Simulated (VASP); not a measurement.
# CoO in VASP: notebook

The runs below take CoO through single point, with PBE, PBEsol, LDA.

Everything below comes from runs of VASP 6.6.1. Logs are shortened: lines on timing, memory, paths and dates and some standing lists are left out, and cuts for length are marked.

### Step 1. The cell of the first run

It takes space group I4/mmm (No. 139, tetragonal). Conventional cell: a = 3.016 Å, b = 3.016 Å, c = 4.214 Å, α = 90.00°, β = 90.00°, γ = 90.00°. Co (site symmetry 4/mmm) has 6 O at 2.11 to 2.13 Å within 2.8 Å. Within 2.8 Å of O (site symmetry 4/mmm) lie 6 Co at 2.11 to 2.13 Å.

### Step 2. Single point, PBE, collinear spin, ferromagnetic start

Input file INCAR:

```
SYSTEM = CoO
PREC = Accurate ; ENCUT = 520
EDIFF = 1E-6 ; ISMEAR = -1
SIGMA = 0.05 ; LREAL = .FALSE.
LASPH = .TRUE. ; NELM = 150
ALGO = Normal ; ISIF = 2
LWAVE = .FALSE. ; LCHARG = .TRUE.
ISPIN = 2 ; MAGMOM = 2 0
LORBIT = 11 ; LMAXMIX = 4
GGA = PE ; LELF = .TRUE.
LVHAR = .TRUE. ; NBANDS = 18
```

Input file KPOINTS:

```
regular mesh
0
G
  12 12 12
  0 0 0
```

Input file POSCAR:

```
CoO
1.0
   -1.5080000000      1.5080000000      2.1072475377
    1.5080000000     -1.5080000000      2.1072475377
    1.5080000000      1.5080000000     -2.1072475377
Co O
1 1
Direct
    0.0000000000      0.0000000000      0.0000000000
    0.5000000000      0.5000000000      0.0000000000
```

Potentials or basis: VASP PAW PBE potentials, release 64 (Co, O).

Run with:

```sh
> cat potpaw_PBE.64/Co/POTCAR potpaw_PBE.64/O/POTCAR > POTCAR
> mpirun -np 1 vasp_std > vasp.out
```

OUTCAR:

```text
SYSTEM = CoO
   PREC = Accurate
   ENCUT = 520
   EDIFF = 1E-6
   ISMEAR = -1
   LREAL = .FALSE.
   LASPH = .TRUE.
   NELM = 150
   ISIF = 2
   ISPIN = 2
   LORBIT = 11
   GGA = PE

 ion  position               nearest neighbor table
   1  0.000  0.000  0.000-   2 2.11   2 2.11   2 2.13   2 2.13   2 2.13   2 2.13
   2  0.500  0.500  0.000-   1 2.11   1 2.11   1 2.13   1 2.13   1 2.13   1 2.13

  LATTYP: Found a body centered tetragonal cell.
 ALAT       =     3.0160000000
 C/A-ratio  =     1.3973790038

  Lattice vectors:

 A1 = (  -1.5080000000,   1.5080000000,   2.1072475377)
 A2 = (   1.5080000000,  -1.5080000000,   2.1072475377)
 A3 = (   1.5080000000,   1.5080000000,  -2.1072475377)

Analysis of symmetry for initial positions (statically):
=====================================================================
 Subroutine PRICEL returns:
 Original cell was already a primitive cell.

 Routine SETGRP: Setting up the symmetry group for a
 body centered tetragonal supercell.

 Subroutine GETGRP returns: Found 16 space group operations
 (whereof 16 operations were pure point group operations)
 out of a pool of 16 trial point group operations.

The static configuration has the point symmetry D_4h.

Analysis of symmetry for dynamics (positions and initial velocities):
=====================================================================
 Subroutine PRICEL returns:
 Original cell was already a primitive cell.

 Routine SETGRP: Setting up the symmetry group for a
 body centered tetragonal supercell.

 Subroutine GETGRP returns: Found 16 space group operations
 (whereof 16 operations were pure point group operations)
 out of a pool of 16 trial point group operations.

The dynamic configuration has the point symmetry D_4h.

Analysis of structural, dynamic, and magnetic symmetry:
=====================================================================
 Subroutine PRICEL returns:
 Original cell was already a primitive cell.

 Routine SETGRP: Setting up the symmetry group for a
 body centered tetragonal supercell.

 Subroutine GETGRP returns: Found 16 space group operations
 (whereof 16 operations were pure point group operations)
 out of a pool of 16 trial point group operations.

The overall configuration has the point symmetry D_4h.

 Subroutine INISYM returns: Found 16 space group operations
 (whereof 16 operations are pure point group operations),
 and found     1 'primitive' translations

----------------------------------------------------------------------------------------

                                     Primitive cell

  volume of cell :      19.1681

  direct lattice vectors                    reciprocal lattice vectors
    -1.508000000  1.508000000  2.107247538     0.000000000  0.331564987  0.237276348
     1.508000000 -1.508000000  2.107247538     0.331564987  0.000000000  0.237276348
     1.508000000  1.508000000 -2.107247538     0.331564987  0.331564987  0.000000000

  length of vectors
     2.998102764  2.998102764  2.998102764     0.407719764  0.407719764  0.468903701

  position of ions in fractional coordinates (direct lattice)
     0.000000000  0.000000000  0.000000000
     0.500000000  0.500000000  0.000000000

  ion indices of the primitive-cell ions
   primitive index   ion index
                 1           1
                 2           2

----------------------------------------------------------------------------------------

 KPOINTS: regular mesh

Automatic generation of k-mesh.
 Grid dimensions read from file:
 generate k-points for:   12   12   12

 Generating k-lattice:

  Cartesian coordinates                     Fractional coordinates (reciprocal lattice)
     0.000000000  0.027630416  0.019773029     0.083333333  0.000000000 -0.000000000
     0.027630416  0.000000000  0.019773029     0.000000000  0.083333333 -0.000000000
     0.027630416  0.027630416  0.000000000     0.000000000  0.000000000  0.083333333

  Length of vectors
     0.033976647  0.033976647  0.039075308

  Shift w.r.t. Gamma in fractional coordinates (k-lattice)
     0.000000000  0.000000000  0.000000000

 Subroutine IBZKPT returns following result:
 ===========================================

 Found    163 irreducible k-points:

 Following reciprocal coordinates:
            Coordinates               Weight
  0.000000  0.000000  0.000000      1.000000
  0.083333  0.000000 -0.000000      8.000000
  0.166667  0.000000 -0.000000      8.000000
  0.250000  0.000000 -0.000000      8.000000
  0.333333  0.000000 -0.000000      8.000000
  0.416667  0.000000 -0.000000      8.000000
[... 16 lines left out ...]
  0.500000  0.166667 -0.000000     16.000000
 -0.416667  0.166667  0.000000     16.000000
 [... further k-points ...]
   k-points           NKPTS =    163   k-points in BZ     NKDIM =    163   number of bands    NBANDS=     18
   number of dos      NEDOS =    301   number of ions     NIONS =      2
   total plane-waves  NPLWV =  13824
   dimension x,y,z NGX =    24 NGY =   24 NGZ =   24
   dimension x,y,z NGXF=    48 NGYF=   48 NGZF=   48
   ions per type =               1   1
   NGX,Y,Z   is equivalent  to a cutoff of  13.31, 13.31, 13.31 a.u.
   NGXF,Y,Z  is equivalent  to a cutoff of  26.62, 26.62, 26.62 a.u.
 SYSTEM =  CoO
   PREC   = accura    normal or accurate (medium, high low for compatibility)
   ISTART =      0    job   : 0-new  1-cont  2-samecut
   ICHARG =      2    charge: 1-file 2-atom 10-const
   ISPIN  =      2    spin polarized calculation?
   LNONCOLLINEAR =      F non collinear calculations
   LSORBIT =      F    spin-orbit coupling
   LASPH  =      T    aspherical Exc in radial PAW
   ENCUT  =  520.0 eV  38.22 Ry    6.18 a.u.   5.57  5.57  5.57*2*pi/ulx,y,z
   NELM   =    150;   NELMIN=  2; NELMDL= -5     # of ELM steps
   EDIFF  = 0.1E-05   stopping-criterion for ELM
   LREAL  =      F    real-space projection
   EDIFFG = 0.1E-04   stopping-criterion for IOM
   NSW    =      0    number of steps for IOM
   IBRION =     -1    ionic relax: 0-MD 1-quasi-New 2-CG
   NFREE  =      0    steps in history (QN), initial steepest desc. (CG)
   ISIF   =      2    stress and relaxation
   ISYM   =      2    0-nonsym 1-usesym 2-fastsym
   POTIM  = 0.5000    time-step for ionic-motion
   TEBEG  =    0.0;   TEEND  =   0.0 temperature during run
   PSTRESS=    0.0 pullay stress
   NELECT =      15.0000    total number of electrons
   NUPDOWN=      -1.0000    fix difference up-down
   EMIN   =  10.00;   EMAX   =-10.00  energy-range for DOS
   EFERMI =   0.00;   METHOD = LEGACY
   ISMEAR =    -1;   SIGMA  =   0.05  broadening in eV -4-tet -1-fermi 0-gaus
   EFERMI_NEDOS =   21; number of points for ismear=-14 and -15
   IALGO  =     38    algorithm
   IMIX   =      4    mixing-type and parameters
     AMIX     =   0.40;   BMIX     =  1.00
     AMIX_MAG =   1.60;   BMIX_MAG =  1.00
  volume/ion in A,a.u.               =       9.58        64.68
  Fermi-wavevector in a.u.,A,eV,Ry     =   1.508618  2.850874 30.965868  2.275927
  Thomas-Fermi vector in A             =   2.619048
   LORBIT       =     11    0 simple, 1 ext, 2 COOP (PROOUT), +10 PAW based schemes
   GGA     = PE    functional components
   LHFCALC =     F    Hartree Fock is set to
   AEXX    =    0.0000 exact exchange contribution
   IVDW    =     0    specifies the selected vdW correction
   LEPSILON=     F    determine dielectric tensor
   LRPA    =     F    only Hartree local field effects (RPA)
 spin polarized calculation
  energy-cutoff  :      520.00
  volume of cell :       19.17
 maximum number of plane-waves:       533
 NGX is ok and might be reduce to    24
   NGX = 11   NGY = 11   NGZ = 11

 number of electron      15.0000006 magnetization       2.8843693

 Free energy of the ion-electron system (eV)
  ---------------------------------------------------
  ext. energy  EPLUGINS =         0.00000000
  ---------------------------------------------------
  free energy    TOTEN  =       -13.06346519 eV

  energy without entropy =      -13.02842075  energy(sigma->0) =      -13.04594297

 E-fermi :   8.0171     XC(G=0): -12.4547

 val. band max:        8.0153249244   @ k =   0.3333   0.3333   0.1667
 cond. band min:       8.0182770100   @ k =   0.2500   0.0833   0.0833
 fundamental gap:      0.0029520856
 Fermi energy:         8.0170625823

 spin component 1

 k-point     1 :       0.0000    0.0000    0.0000
  band No.  band energies     occupation
      1     -12.2433      1.00000
      2       4.7569      1.00000
      3       4.7661      1.00000
      4       4.8455      1.00000
      5       4.8841      1.00000
      6       4.8841      1.00000
[... 10 lines left out ...]
     17      29.9229      0.00000
     18      32.8283      0.00000

 k-point     2 :       0.0833    0.0000   -0.0000
  band No.  band energies     occupation
      1     -12.1706      1.00000
      2       4.0402      1.00000
      3       4.0674      1.00000
      4       4.0969      1.00000
      5       4.9419      1.00000
      6       5.0133      1.00000
[... 10 lines left out ...]
     17      30.5982      0.00000
     18      33.9860      0.00000

 k-point     3 :       0.1667    0.0000   -0.0000
  band No.  band energies     occupation
      1     -11.9649      1.00000
      2       2.9445      1.00000
      3       3.3470      1.00000
      4       3.3782      1.00000
      5       5.0760      1.00000
      6       5.1433      1.00000
[... 412 lines left out ...]
 k-point    23 :       0.5000    0.1667   -0.0000
  band No.  band energies     occupation
      1     -10.9924      1.00000
      2       0.3615      1.00000
      3       1.9414      1.00000
      4       2.2346      1.00000
      5       5.3960      1.00000
      6       5.7446      1.00000
[... 10 lines left out ...]
     17      34.9782      0.00000
     18      36.6217      0.00000

 k-point    24 :      -0.4167    0.1667    0.0000
  band No.  band energies     occupation
      1     -11.1700      1.00000
      2       0.6982      1.00000
      3       2.1886      1.00000
      4       2.5563      1.00000
      5       5.1708      1.00000
      6       5.6682      1.00000
[... 10 lines left out ...]
     17      35.3774      0.00000
     18      36.9512      0.00000

 [... further k-points ...]

 spin component 2

 k-point     1 :       0.0000    0.0000    0.0000
  band No.  band energies     occupation
      1     -11.7500      1.00000
      2       5.3826      1.00000
      3       5.4413      1.00000
      4       5.4413      1.00000
      5       6.8919      1.00000
      6       6.8920      1.00000
[... 10 lines left out ...]
     17      30.8879      0.00000
     18      33.6567      0.00000

 k-point     2 :       0.0833    0.0000   -0.0000
  band No.  band energies     occupation
      1     -11.6754      1.00000
      2       4.8004      1.00000
      3       5.1477      1.00000
      4       5.1838      1.00000
      5       6.9887      1.00000
      6       6.9999      1.00000
[... 10 lines left out ...]
     17      31.4218      0.00000
     18      34.8509      0.00000

 k-point     3 :       0.1667    0.0000   -0.0000
  band No.  band energies     occupation
      1     -11.4643      1.00000
      2       3.6101      1.00000
      3       4.6243      1.00000
      4       4.6619      1.00000
      5       7.1861      1.00000
      6       7.1877      1.00000
[... 412 lines left out ...]
 k-point    23 :       0.5000    0.1667   -0.0000
  band No.  band energies     occupation
      1     -10.4513      1.00000
      2       0.9118      1.00000
      3       3.0556      1.00000
      4       3.5032      1.00000
      5       7.5082      0.99996
      6       7.9439      0.81198
[... 10 lines left out ...]
     17      35.3362      0.00000
     18      37.1581      0.00000

 k-point    24 :      -0.4167    0.1667    0.0000
  band No.  band energies     occupation
      1     -10.6363      1.00000
      2       1.3054      1.00000
      3       3.3119      1.00000
      4       3.7533      1.00000
      5       7.1688      1.00000
      6       7.9484      0.79786
[... 10 lines left out ...]
     17      35.8052      0.00000
     18      37.4165      0.00000

 [... further k-points ...]
[... 5 lines left out ...]
  --------------------------------------------------------------------------------------
  -------------------------------------------------------------------------------------
  Total       -0.0646452     -0.0646452     -0.0480870      0.0000000     -0.0000000      0.0000000
  in kB       -5.4034175     -5.4034175     -4.0193927      0.0000000     -0.0000000      0.0000000
  external PRESSURE =      -4.9420759 kB  Pullay stress =       0.0000000 kB

 VOLUME and BASIS-vectors are now :
 -----------------------------------------------------------------------------
  energy-cutoff  :      520.00
  volume of cell :       19.17
      direct lattice vectors                 reciprocal lattice vectors
    -1.508000000  1.508000000  2.107247538     0.000000000  0.331564987  0.237276348
     1.508000000 -1.508000000  2.107247538     0.331564987  0.000000000  0.237276348
     1.508000000  1.508000000 -2.107247538     0.331564987  0.331564987  0.000000000

 POSITION                                       TOTAL-FORCE (eV/Angst)
 -----------------------------------------------------------------------------------
      0.00000      0.00000      0.00000        -0.000000      0.000000      0.000000
      0.00000      0.00000      2.10725         0.000000     -0.000000      0.000000
 -----------------------------------------------------------------------------------
    total drift:                               -0.000000      0.000000     -0.000000

  FREE ENERGIE OF THE ION-ELECTRON SYSTEM (eV)
  ---------------------------------------------------
  free  energy   TOTEN  =       -13.0634651854 eV

  energy  without entropy=      -13.0284207506  energy(sigma->0) =      -13.04594297

 total charge

# of ion       s       p       d       tot
------------------------------------------
    1        0.296   0.361   7.150   7.808
    2        1.556   3.427   0.000   4.983
--------------------------------------------------
tot          1.852   3.789   7.150  12.791

 magnetization (x)

# of ion       s       p       d       tot
------------------------------------------
    1        0.021   0.018   2.503   2.542
    2        0.029   0.264   0.000   0.292
--------------------------------------------------
tot          0.049   0.282   2.503   2.834
```

It took 49 s on 1 thread of Intel Xeon 6975P-C (Granite Rapids), shared host; peak memory 0.21 GiB.

What came out:

```
Free energy                                           : -13.0635 eV
Pressure                                              : -0.5 GPa
Net moment                                            : 2.88 μB per cell
Site moments                                          : Co +2.54; O +0.29 μB
Valence electrons inside the program's atomic spheres : Co 7.81; O 4.98
```

Stress tensor (GPa, compression positive):
```
-0.54  0.00  0.00
 0.00 -0.54  0.00
 0.00  0.00 -0.40
```

Levels at points of the mesh, in eV from the Fermi level:
Spin up:
```tsv
k point	band 5	band 6	band 7	band 8	band 9	band 10	band 11	band 12	band 13	band 14
(0.00, 0.00, 0.00)	-3.13	-3.13	-3.10	-3.10	-2.98	1.05	16.89	18.19	18.19	18.24
(0.50, 0.00, 0.00)	-2.35	-2.31	-1.78	0.10	0.17	5.10	9.43	13.37	13.64	20.58
(0.50, 0.50, 0.00)	-3.95	-2.91	-2.39	-2.06	-2.00	5.93	9.83	11.77	15.80	16.00
(0.50, 0.50, 0.50)	-3.88	-2.88	-2.39	-2.07	-2.07	5.94	9.98	11.65	15.75	15.75
```
Spin down:
| k point | band 4 | band 5 | band 6 | band 7 | band 8 | band 9 |
| --- | --- | --- | --- | --- | --- | --- |
| (0.00, 0.00, 0.00) | -2.58 | -1.13 | -1.13 | -1.09 | 0.03 | 0.08 |
| (0.50, 0.00, 0.00) | -4.65 | -0.15 | -0.11 | 0.18 | 2.70 | 2.74 |
| (0.50, 0.50, 0.00) | -3.79 | -2.24 | 0.10 | 0.14 | 0.51 | 1.02 |
| (0.50, 0.50, 0.50) | -3.88 | -2.25 | 0.13 | 0.13 | 0.58 | 0.98 |

Caveat: a cell with one magnetic atom can't hold antiferromagnetic order, which such compounds often take; semilocal functionals often make such compounds metallic where correlation or magnetic order opens a gap, which also shifts bond lengths. With open d or f shells a metallic result of PBE can be an artefact of self-interaction; +U or a hybrid may open a gap.

### Step 3. Single point, PBEsol, collinear spin, ferromagnetic start

Input file INCAR:

```
PREC = Accurate
ENCUT = 520
EDIFF = 1E-7
ISMEAR = 1
SIGMA = 0.1
LREAL = F
LASPH = T
NELM = 150
ALGO = Normal
ISIF = 2
LWAVE = F
LCHARG = F
ISPIN = 2
MAGMOM = 2 0
LORBIT = 11
LMAXMIX = 4
GGA = PS
NBANDS = 18
```

Input file KPOINTS:

```
regular mesh
0
Gamma
  8 8 9
```

Input file POSCAR:

```
CoO
1.0
   -1.5080000000      1.5080000000      2.1072475377
    1.5080000000     -1.5080000000      2.1072475377
    1.5080000000      1.5080000000     -2.1072475377
Co O
1 1
Direct
   -0.0052800000      0.0049430000      0.0153250000
    0.5146290000      0.4995850000      0.0049600000
```

Potentials or basis: VASP PAW PBE potentials, release 64 (Co, O).

Run with:

```sh
> cat potpaw_PBE.64/Co/POTCAR potpaw_PBE.64/O/POTCAR > POTCAR
> mpirun -np 1 vasp_std > vasp.out
```

Wall time 84 s (1 thread of Intel Xeon 6975P-C (Granite Rapids), shared host); peak memory 0.27 GiB.

It converged, with:

```yaml
Free_energy: -13.9543 eV
Pressure: -9.4 GPa
Largest_force: 0.047 eV/Å
Net_moment: 2.94 μB per cell
Site_moments: Co +2.56; O +0.32 μB
Valence_electrons_inside_the_program's_atomic_spheres: Co 7.82; O 4.96
```

Forces on the atoms (eV/Å):
```
Co  -0.002 -0.001  0.047
O    0.002  0.001 -0.047
```

Stress tensor (GPa, compression positive):
```
-9.65 -0.07  0.26
-0.07 -9.43 -0.19
 0.26 -0.19 -9.10
```

Levels at points of the mesh, in eV from the Fermi level:
Spin up:
```csv
k point,band 7,band 8,band 9,band 10,band 11,band 12
"(0.00, 0.00, 0.00)",-2.87,-2.84,-2.82,0.87,16.55,17.93
"(0.50, 0.00, 0.00)",-1.87,0.01,0.13,4.89,9.22,13.16
"(0.00, 0.50, 0.00)",-1.88,0.03,0.08,4.90,9.22,13.16
"(0.50, 0.50, 0.00)",-2.40,-2.14,-2.12,5.70,9.65,11.50
```
Spin down:
```
           k point  band 2  band 3  band 4  band 5  band 6  band 7  band 8  band 9  band 10  band 11
(0.00, 0.00, 0.00)   -2.78   -2.73   -2.70   -1.12   -1.07   -1.01   -0.12   -0.07     1.44    16.51
(0.50, 0.00, 0.00)   -7.76   -4.82   -4.75   -0.14   -0.10    0.20    2.49    2.61     5.22    10.05
(0.00, 0.50, 0.00)   -7.76   -4.78   -4.76   -0.14   -0.11    0.19    2.51    2.54     5.24    10.05
(0.50, 0.50, 0.00)   -6.57   -3.99   -3.91   -2.23    0.14    0.16    0.33    0.80     6.54    10.18
```

Caveat: the PAW data sets were made with another functional, which shifts forces and pressure a little; a cell with one magnetic atom can't hold antiferromagnetic order, which such compounds often take; semilocal functionals often make such compounds metallic where correlation or magnetic order opens a gap, which also shifts bond lengths. With open d or f shells a metallic result of PBEsol can be an artefact of self-interaction; +U or a hybrid may open a gap.

(Part 1 of 2 ends here.)
